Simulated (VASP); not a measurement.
# SiNi2 (P6_3/mmc) in VASP: single point with PBE

Aim: the single point of SiNi2 with PBE.

All numbers are computed with VASP 6.6.1; they aren't measurements. Logs are shortened: lines on timing, memory, paths and dates and some standing lists are left out, and cuts for length are marked.

**1. The cell of the first run**

The structure is hexagonal, space group P6_3/mmc (No. 194). The conventional cell has a = 3.779 Å, b = 3.779 Å, c = 4.857 Å, α = 90.00°, β = 90.00°, γ = 120.00°. Within 2.9 Å of Si (site symmetry -6m2) lie 11 Ni at 2.18 to 2.50 Å. Ni (site symmetry -3m) has 8 Ni at 2.43 to 2.50 Å and 6 Si at 2.50 Å within 3.2 Å. Ni (site symmetry -6m2) has 5 Si at 2.18 to 2.43 Å and 6 Ni at 2.50 Å within 2.9 Å.

**2. Single point, PBE, collinear spin, ferromagnetic start (10.01 Å³/atom)**

INCAR reads:

```
SYSTEM = SiNi2
PREC = Accurate ; ENCUT = 520
EDIFF = 1E-6 ; ISMEAR = -1
SIGMA = 0.05 ; LREAL = .FALSE.
LASPH = .TRUE. ; NELM = 150
ALGO = Normal ; ISIF = 2
LWAVE = .FALSE. ; LCHARG = .FALSE.
ISPIN = 2 ; MAGMOM = 0 0 1.5 1.5 1.5 1.5
LORBIT = 11 ; LMAXMIX = 4
GGA = PE ; NBANDS = 37
```

KPOINTS reads:

```
regular mesh
0
G
  14 14 10
  0 0 0
```

POSCAR reads:

```
SiNi2
1.0
    3.7794637538      0.0000000000      0.0000000000
   -1.8897318769      3.2731116235      0.0000000000
    0.0000000000      0.0000000000      4.8571802192
Si Ni
2 4
Direct
    0.3333333333      0.6666666667      0.7500000000
    0.6666666667      0.3333333333      0.2500000000
    0.0000000000      0.0000000000      0.0000000000
    0.0000000000      0.0000000000      0.5000000000
    0.3333333333      0.6666666667      0.2500000000
    0.6666666667      0.3333333333      0.7500000000
```

Potentials or basis: VASP PAW PBE potentials, release 64 (Si, Ni).

Command:

```
$ cat potpaw_PBE.64/Si/POTCAR potpaw_PBE.64/Ni/POTCAR > POTCAR
$ mpirun -np 1 vasp_std > vasp.out
```

OUTCAR:

```text
SYSTEM = SiNi2
   PREC = Accurate
   ENCUT = 520
   EDIFF = 1E-6
   ISMEAR = -1
   LREAL = .FALSE.
   LASPH = .TRUE.
   NELM = 150
   ISIF = 2
   ISPIN = 2
   LORBIT = 11
   GGA = PE

 ion  position               nearest neighbor table
   1  0.333  0.667  0.750-   6 2.18   6 2.18   6 2.18   5 2.43   5 2.43   3 2.50   4 2.50   4 2.50
                             3 2.50   4 2.50   3 2.50
   2  0.667  0.333  0.250-   5 2.18   5 2.18   5 2.18   6 2.43   6 2.43   3 2.50   4 2.50   3 2.50
                             4 2.50   3 2.50   4 2.50
   3  0.000  0.000  0.000-   4 2.43   4 2.43   1 2.50   5 2.50   6 2.50   2 2.50   2 2.50   6 2.50
                             1 2.50   5 2.50   2 2.50   6 2.50   1 2.50   5 2.50
   4  0.000  0.000  0.500-   3 2.43   3 2.43   1 2.50   5 2.50   6 2.50   2 2.50   2 2.50   6 2.50
                             1 2.50   5 2.50   2 2.50   6 2.50   1 2.50   5 2.50
   5  0.333  0.667  0.250-   2 2.18   2 2.18   2 2.18   1 2.43   1 2.43   3 2.50   4 2.50   4 2.50
                             3 2.50   4 2.50   3 2.50
   6  0.667  0.333  0.750-   1 2.18   1 2.18   1 2.18   2 2.43   2 2.43   3 2.50   4 2.50   3 2.50
                             4 2.50   3 2.50   4 2.50

  LATTYP: Found a hexagonal cell.
 ALAT       =     3.7794637538
 C/A-ratio  =     1.2851506287

  Lattice vectors:

 A1 = (   3.7794637538,   0.0000000000,   0.0000000000)
 A2 = (  -1.8897318769,   3.2731116235,   0.0000000000)
 A3 = (   0.0000000000,   0.0000000000,   4.8571802192)

Analysis of symmetry for initial positions (statically):
=====================================================================
 Subroutine PRICEL returns:
 Original cell was already a primitive cell.

 Routine SETGRP: Setting up the symmetry group for a
 hexagonal supercell.

 Subroutine GETGRP returns: Found 24 space group operations
 (whereof 12 operations were pure point group operations)
 out of a pool of 24 trial point group operations.

The static configuration has the point symmetry D_3d.
 The point group associated with its full space group is D_6h.

Analysis of symmetry for dynamics (positions and initial velocities):
=====================================================================
 Subroutine PRICEL returns:
 Original cell was already a primitive cell.

 Routine SETGRP: Setting up the symmetry group for a
 hexagonal supercell.

 Subroutine GETGRP returns: Found 24 space group operations
 (whereof 12 operations were pure point group operations)
 out of a pool of 24 trial point group operations.

The dynamic configuration has the point symmetry D_3d.
 The point group associated with its full space group is D_6h.

Analysis of structural, dynamic, and magnetic symmetry:
=====================================================================
 Subroutine PRICEL returns:
 Original cell was already a primitive cell.

 Routine SETGRP: Setting up the symmetry group for a
 hexagonal supercell.

 Subroutine GETGRP returns: Found 24 space group operations
 (whereof 12 operations were pure point group operations)
 out of a pool of 24 trial point group operations.

The overall configuration has the point symmetry D_3d.
 The point group associated with its full space group is D_6h.

 Subroutine INISYM returns: Found 24 space group operations
 (whereof 12 operations are pure point group operations),
 and found     1 'primitive' translations

----------------------------------------------------------------------------------------

                                     Primitive cell

  volume of cell :      60.0863

  direct lattice vectors                    reciprocal lattice vectors
     3.779463754  0.000000000  0.000000000     0.264587800  0.152759838  0.000000000
    -1.889731877  3.273111624  0.000000000     0.000000000  0.305519675  0.000000000
     0.000000000  0.000000000  4.857180219     0.000000000  0.000000000  0.205880769

  length of vectors
     3.779463754  3.779463754  4.857180219     0.305519675  0.305519675  0.205880769

  position of ions in fractional coordinates (direct lattice)
     0.333333333  0.666666667  0.750000000
     0.666666667  0.333333333  0.250000000
     0.000000000  0.000000000  0.000000000
     0.000000000  0.000000000  0.500000000
     0.333333333  0.666666667  0.250000000
     0.666666667  0.333333333  0.750000000

  ion indices of the primitive-cell ions
   primitive index   ion index
                 1           1
                 2           2
                 3           3
                 4           4
                 5           5
                 6           6

----------------------------------------------------------------------------------------

 KPOINTS: regular mesh

Automatic generation of k-mesh.
 Grid dimensions read from file:
 generate k-points for:   14   14   10

 Generating k-lattice:

  Cartesian coordinates                     Fractional coordinates (reciprocal lattice)
     0.018899129  0.010911417  0.000000000     0.071428571  0.000000000  0.000000000
     0.000000000  0.021822834  0.000000000     0.000000000  0.071428571  0.000000000
     0.000000000  0.000000000  0.020588077     0.000000000  0.000000000  0.100000000

  Length of vectors
     0.021822834  0.021822834  0.020588077

  Shift w.r.t. Gamma in fractional coordinates (k-lattice)
     0.000000000  0.000000000  0.000000000

 Subroutine IBZKPT returns following result:
 ===========================================

 Found    144 irreducible k-points:

 Following reciprocal coordinates:
            Coordinates               Weight
  0.000000  0.000000  0.000000      1.000000
  0.071429  0.000000  0.000000      6.000000
  0.142857  0.000000  0.000000      6.000000
  0.214286  0.000000  0.000000      6.000000
  0.285714  0.000000  0.000000      6.000000
  0.357143  0.000000  0.000000      6.000000
[... 16 lines left out ...]
  0.285714  0.285714  0.000000      6.000000
  0.357143  0.285714  0.000000      6.000000
 [... further k-points ...]
   k-points           NKPTS =    144   k-points in BZ     NKDIM =    144   number of bands    NBANDS=     37
   number of dos      NEDOS =    301   number of ions     NIONS =      6
   total plane-waves  NPLWV =  28224
   dimension x,y,z NGX =    28 NGY =   28 NGZ =   36
   dimension x,y,z NGXF=    56 NGYF=   56 NGZF=   72
   ions per type =               2   4
   NGX,Y,Z   is equivalent  to a cutoff of  12.32, 12.32, 12.32 a.u.
   NGXF,Y,Z  is equivalent  to a cutoff of  24.63, 24.63, 24.64 a.u.
 SYSTEM =  SiNi2
   PREC   = accura    normal or accurate (medium, high low for compatibility)
   ISTART =      0    job   : 0-new  1-cont  2-samecut
   ICHARG =      2    charge: 1-file 2-atom 10-const
   ISPIN  =      2    spin polarized calculation?
   LNONCOLLINEAR =      F non collinear calculations
   LSORBIT =      F    spin-orbit coupling
   LASPH  =      T    aspherical Exc in radial PAW
   ENCUT  =  520.0 eV  38.22 Ry    6.18 a.u.   7.03  7.03  9.03*2*pi/ulx,y,z
   NELM   =    150;   NELMIN=  2; NELMDL= -5     # of ELM steps
   EDIFF  = 0.1E-05   stopping-criterion for ELM
   LREAL  =      F    real-space projection
   EDIFFG = 0.1E-04   stopping-criterion for IOM
   NSW    =      0    number of steps for IOM
   IBRION =     -1    ionic relax: 0-MD 1-quasi-New 2-CG
   NFREE  =      0    steps in history (QN), initial steepest desc. (CG)
   ISIF   =      2    stress and relaxation
   ISYM   =      2    0-nonsym 1-usesym 2-fastsym
   POTIM  = 0.5000    time-step for ionic-motion
   TEBEG  =    0.0;   TEEND  =   0.0 temperature during run
   PSTRESS=    0.0 pullay stress
   NELECT =      48.0000    total number of electrons
   NUPDOWN=      -1.0000    fix difference up-down
   EMIN   =  10.00;   EMAX   =-10.00  energy-range for DOS
   EFERMI =   0.00;   METHOD = LEGACY
   ISMEAR =    -1;   SIGMA  =   0.05  broadening in eV -4-tet -1-fermi 0-gaus
   EFERMI_NEDOS =   21; number of points for ismear=-14 and -15
   IALGO  =     38    algorithm
   IMIX   =      4    mixing-type and parameters
     AMIX     =   0.40;   BMIX     =  1.00
     AMIX_MAG =   1.60;   BMIX_MAG =  1.00
  volume/ion in A,a.u.               =      10.01        67.58
  Fermi-wavevector in a.u.,A,eV,Ry     =   1.519020  2.870532 31.394381  2.307422
  Thomas-Fermi vector in A             =   2.628062
   LORBIT       =     11    0 simple, 1 ext, 2 COOP (PROOUT), +10 PAW based schemes
   GGA     = PE    functional components
   LHFCALC =     F    Hartree Fock is set to
   AEXX    =    0.0000 exact exchange contribution
   IVDW    =     0    specifies the selected vdW correction
   LEPSILON=     F    determine dielectric tensor
   LRPA    =     F    only Hartree local field effects (RPA)
 spin polarized calculation
  energy-cutoff  :      520.00
  volume of cell :       60.09
 maximum number of plane-waves:      1636
   NGX = 15   NGY = 15   NGZ = 19

 number of electron      47.9999994 magnetization      -0.0530443

 number of electron      47.9999994 magnetization       0.0010271

 Free energy of the ion-electron system (eV)
  ---------------------------------------------------
  ext. energy  EPLUGINS =         0.00000000
  ---------------------------------------------------
  free energy    TOTEN  =       -35.34225371 eV

  energy without entropy =      -35.31528052  energy(sigma->0) =      -35.32876712

 E-fermi :  12.4771     XC(G=0): -13.4052

 val. band max:       12.4733179945   @ k =   0.2857   0.2857   0.4000
 cond. band min:      12.4862852982   @ k =   0.4286   0.0000   0.3000
 fundamental gap:      0.0129673037
 Fermi energy:        12.4770952425

 spin component 1

 k-point     1 :       0.0000    0.0000    0.0000
  band No.  band energies     occupation
      1      -0.8169      1.00000
      2       3.8521      1.00000
      3       5.4758      1.00000
      4       6.8894      1.00000
      5       6.8894      1.00000
      6       8.1438      1.00000
[... 28 lines left out ...]
     35      22.1733      0.00000
     36      22.1733      0.00000

 k-point     2 :       0.0714    0.0000    0.0000
  band No.  band energies     occupation
      1      -0.7461      1.00000
      2       3.8648      1.00000
      3       5.5241      1.00000
      4       6.8871      1.00000
      5       6.9276      1.00000
      6       7.8620      1.00000
[... 850 lines left out ...]
 k-point    24 :       0.3571    0.2857    0.0000
  band No.  band energies     occupation
      1       2.5154      1.00000
      2       2.8446      1.00000
      3       4.9571      1.00000
      4       6.7223      1.00000
      5       6.9829      1.00000
      6       7.6513      1.00000
[... 28 lines left out ...]
     35      23.8502      0.00000
     36      25.4550      0.00000

 [... further k-points ...]

 spin component 2

 k-point     1 :       0.0000    0.0000    0.0000
  band No.  band energies     occupation
      1      -0.8169      1.00000
      2       3.8521      1.00000
      3       5.4759      1.00000
      4       6.8895      1.00000
      5       6.8895      1.00000
      6       8.1438      1.00000
[... 28 lines left out ...]
     35      22.1734      0.00000
     36      22.1734      0.00000

 k-point     2 :       0.0714    0.0000    0.0000
  band No.  band energies     occupation
      1      -0.7461      1.00000
      2       3.8648      1.00000
      3       5.5242      1.00000
      4       6.8872      1.00000
      5       6.9277      1.00000
      6       7.8622      1.00000
[... 850 lines left out ...]
 k-point    24 :       0.3571    0.2857    0.0000
  band No.  band energies     occupation
      1       2.5155      1.00000
      2       2.8447      1.00000
      3       4.9571      1.00000
      4       6.7224      1.00000
      5       6.9830      1.00000
      6       7.6515      1.00000
[... 28 lines left out ...]
     35      23.8503      0.00000
     36      25.4551      0.00000

 [... further k-points ...]

 [bands above 36 left out]

------------------------ aborting loop because EDIFF is reached ----------------------------------------

  FORCE on cell =-STRESS in cart. coord.  units (eV):
  Direction    XX          YY          ZZ          XY          YZ          ZX
  --------------------------------------------------------------------------------------
  -------------------------------------------------------------------------------------
  Total       10.1247467     10.1247467      7.6062408     -0.0000000      0.0000000      0.0000000
  in kB      269.9725005    269.9725006    202.8175038     -0.0000000      0.0000000      0.0000000
  external PRESSURE =     247.5875016 kB  Pullay stress =       0.0000000 kB

 VOLUME and BASIS-vectors are now :
 -----------------------------------------------------------------------------
  energy-cutoff  :      520.00
  volume of cell :       60.09
      direct lattice vectors                 reciprocal lattice vectors
     3.779463754  0.000000000  0.000000000     0.264587800  0.152759838  0.000000000
    -1.889731877  3.273111624  0.000000000     0.000000000  0.305519675  0.000000000
     0.000000000  0.000000000  4.857180219     0.000000000  0.000000000  0.205880769

 POSITION                                       TOTAL-FORCE (eV/Angst)
 -----------------------------------------------------------------------------------
     -0.00000      2.18207      3.64289         0.000000      0.000000      0.000000
      1.88973      1.09104      1.21430         0.000000     -0.000000      0.000000
      0.00000      0.00000      0.00000        -0.000000      0.000000      0.000000
      0.00000      0.00000      2.42859        -0.000000      0.000000      0.000000
     -0.00000      2.18207      1.21430        -0.000000      0.000000     -0.000000
      1.88973      1.09104      3.64289         0.000000      0.000000     -0.000000
 -----------------------------------------------------------------------------------
    total drift:                               -0.000000      0.000000      0.000000

  FREE ENERGIE OF THE ION-ELECTRON SYSTEM (eV)
  ---------------------------------------------------
  free  energy   TOTEN  =       -35.3422537128 eV

  energy  without entropy=      -35.3152805208  energy(sigma->0) =      -35.32876712

 total charge

# of ion       s       p       d       tot
------------------------------------------
    1        0.728   0.930   0.000   1.658
    2        0.728   0.930   0.000   1.658
    3        0.467   0.628   8.481   9.577
    4        0.467   0.628   8.481   9.577
    5        0.554   0.711   8.581   9.846
    6        0.554   0.711   8.581   9.846
--------------------------------------------------
tot          3.498   4.539  34.123  42.160

 magnetization (x)

# of ion       s       p       d       tot
------------------------------------------
    1        0.000   0.000   0.000   0.000
    2        0.000   0.000   0.000   0.000
    3       -0.000  -0.000   0.000   0.000
    4       -0.000  -0.000   0.000   0.000
    5       -0.000  -0.000   0.000   0.000
    6       -0.000  -0.000   0.000   0.000
--------------------------------------------------
tot         -0.000   0.000   0.000   0.000
```

Run time: 14 min. Hardware: 1 thread of Oxide Virtual Turin-like, shared host; peak memory 0.48 GiB.

What came out:

| Quantity | Value |
| --- | --- |
| Free energy | -35.3423 eV |
| Pressure | 24.8 GPa |
| Band gap on the k mesh | zero (filled and empty bands overlap) |
| Net moment | 0.00 μB per cell |
| Valence electrons inside the program's atomic spheres | Si 1.66; Ni 9.58, 9.85 (each value once) |

Caveat: the stress differs along the axes, from 20 to 27 GPa; the moments typed at the start vanished in this run.
